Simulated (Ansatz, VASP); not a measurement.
# Si in VASP and in Ansatz

The input INCAR:

```
SYSTEM = Si
ALGO     = Normal         ! electronic algorithm
EDIFF    = 1E-7           ! SCF threshold, eV
ENCUT    = 520            ! plane-wave cutoff, eV
GGA      = PE             ! functional
ISIF     = 2              ! what is computed and relaxed
ISMEAR   = 0              ! smearing method
LASPH    = .TRUE.         ! aspherical terms in the spheres
LCHARG   = .FALSE.        ! write CHGCAR
LREAL    = .FALSE.        ! projectors in reciprocal space
LWAVE    = .FALSE.        ! write WAVECAR
NBANDS   = 36             ! bands
NELM     = 100            ! most SCF steps
PREC     = Accurate       ! precision mode
SIGMA    = 0.1            ! smearing width, eV
```

The input KPOINTS:

```
k-points
0
G
  4 4 2
  0 0 0
```

POSCAR

```
Si
1.0
    0.0000000000      0.0000000000     -5.1245175172
    2.7385240938     -4.7432628682      0.0000000000
   -8.2155722814     -4.7432628682      0.0000000000
Si
12
Direct
    0.7500000000      0.6511763778      0.8837254593
    0.7500000000      0.1511763778      0.3837254593
    0.4166666667      0.5000000000      0.7325490815
    0.4166666667      0.0000000000      0.2325490815
    0.0833333333      0.3488236222      0.8837254593
    0.0833333333      0.8488236222      0.3837254593
    0.2500000000      0.8488236222      0.6162745407
    0.2500000000      0.3488236222      0.1162745407
    0.9166666667      0.0000000000      0.7674509185
    0.9166666667      0.5000000000      0.2674509185
    0.5833333333      0.1511763778      0.6162745407
    0.5833333333      0.6511763778      0.1162745407
```

Input for Ansatz:

```yaml
crystal:
  lattice:
    - [0.0, 0.0, -5.1245175172]
    - [2.7385240938, -4.7432628682, 0.0]
    - [-8.2155722814, -4.7432628682, 0.0]
  atoms:
    - { symbol: Si, position: [0.75, 0.6511763778, 0.8837254593] }
    - { symbol: Si, position: [0.75, 0.1511763778, 0.3837254593] }
    - { symbol: Si, position: [0.4166666667, 0.5, 0.7325490815] }
    - { symbol: Si, position: [0.4166666667, 0.0, 0.2325490815] }
    - { symbol: Si, position: [0.0833333333, 0.3488236222, 0.8837254593] }
    - { symbol: Si, position: [0.0833333333, 0.8488236222, 0.3837254593] }
    - { symbol: Si, position: [0.25, 0.8488236222, 0.6162745407] }
    - { symbol: Si, position: [0.25, 0.3488236222, 0.1162745407] }
    - { symbol: Si, position: [0.9166666667, 0.0, 0.7674509185] }
    - { symbol: Si, position: [0.9166666667, 0.5, 0.2674509185] }
    - { symbol: Si, position: [0.5833333333, 0.1511763778, 0.6162745407] }
    - { symbol: Si, position: [0.5833333333, 0.6511763778, 0.1162745407] }
basis:
  ecutwfc: 420
kpoints:
  mp_grid: { grid: [4, 4, 2] }
hamiltonian:
  xc: pbe
scf:
  occupations: { method: gaussian, width: 0.1 }
  lower_state_search: "off"
output:
  forces: true
  stress: true
  eigenvalues: true
```

Alike in both runs: task single point; functional PBE; k mesh 4 × 4 × 2; occupations gaussian, width 0.1 eV; no spin polarisation.

|  | VASP | Ansatz |
| --- | --- | --- |
| version | VASP 6.6.1 | Ansatz 0.2.0 |
| potentials or method | VASP PAW PBE potentials, release 64 (Si), cutoff 520 eV | scalar-relativistic, plane waves, PAW |
| valence electrons in the cell | 48 | 48 |

```tsv
	VASP	Ansatz	Ansatz less VASP
gap on the k mesh at the Fermi level (eV)	1.59	1.59	-0.001
least direct gap on the mesh (eV)	1.77	1.77	-0.002
pressure (GPa)	0.0	0.0	+0.07
```
